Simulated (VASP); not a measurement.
Write the native input for VASP 6.6.1 that does the following.

| Item | Value |
| --- | --- |
| Task | relaxation of cell and atoms |
| Functional | PBE |
| Potentials or basis | VASP PAW PBE potentials, release 64 (Mg, Cd, Te) |
| Cutoff | 600 eV |
| k mesh | 2 × 2 × 2 |
| Occupations | gaussian, width 0.1 eV |
| Spin | no spin polarisation |
| Dipole correction | no |
| Further INCAR settings | ALGO = Normal; EDIFF = 1e-06; IBRION = 2; EDIFFG = -0.025; NSW = 80; ISIF = 3 |

The structure of MgCd3Te4 lies in POSCAR:

```
MgCd3Te4
1.0
    6.5800284624     -0.0285058639      0.0361101286
   -0.0285058639      6.5386930064      0.0463273692
    0.0361101286      0.0463273692      6.5026561436
Mg Cd Te
1 3 4
Direct
    0.0032264405      0.0057524943     -0.0181504786
   -0.0065341192      0.4911307093      0.5023812080
    0.5007870052     -0.0068535376      0.5025710382
    0.5030931494      0.4998023231      0.0057363758
    0.7500797922      0.7613217080      0.2562676047
    0.7533552667      0.2589896839      0.7498765221
    0.2517913099      0.7419865669      0.7537901867
    0.2442011554      0.2478700520      0.2475275431
```

One way to write it, as run:

INCAR

```
PREC     = Accurate       # precision mode
ENCUT    = 600            # plane-wave cutoff, eV
EDIFF    = 1E-6           # SCF threshold, eV
ISMEAR   = 0              # smearing method
SIGMA    = 0.1            # smearing width, eV
LREAL    = False          # projectors in reciprocal space
LASPH    = True           # aspherical terms in the spheres
NELM     = 80             # most SCF steps
ALGO     = Normal         # electronic algorithm
ISIF     = 3              # what is computed and relaxed
LWAVE    = False          # write WAVECAR
LCHARG   = False          # write CHGCAR
GGA      = PE             # functional
IBRION   = 2              # ionic algorithm
NSW      = 80             # ionic steps
EDIFFG   = -0.025         # ionic threshold
```

KPOINTS

```
Automatic mesh
0
Gamma
  2 2 2
```

Potentials or basis: VASP PAW PBE potentials, release 64 (Mg, Cd, Te).

Command:

```sh
$ cat potpaw_PBE.64/Mg/POTCAR potpaw_PBE.64/Cd/POTCAR potpaw_PBE.64/Te/POTCAR > POTCAR
$ mpirun -np 1 vasp_std > vasp.out
```

It gave:

```json
{
 "Relaxed volume": "35.95 Å³/atom",
 "Relaxed cell": "a = 6.597 Å, b = 6.601 Å, c = 6.605 Å, α = 90.06°, β = 89.97°, γ = 89.91°",
 "Space group after relaxing (to 0.05 Å)": "P-43m (No. 215)",
 "Energy gained by relaxing": "18.7 meV/atom",
 "Ionic steps": "16",
 "Pressure after relaxing": "0.0 GPa",
 "Largest force after relaxing": "0.020 eV/Å",
 "Band gap on the k mesh": "0.96 eV, direct"
}
```

Caveat: the k points lie up to 0.48 Å⁻¹ apart in the final cell; spin-orbit coupling is left out, which moves the levels of the heavy elements.

It took 9.6 min on 1 thread of Intel(R) Xeon(R) 6975P-C (Granite Rapids), with other jobs on the host, peak memory 0.48 GiB.
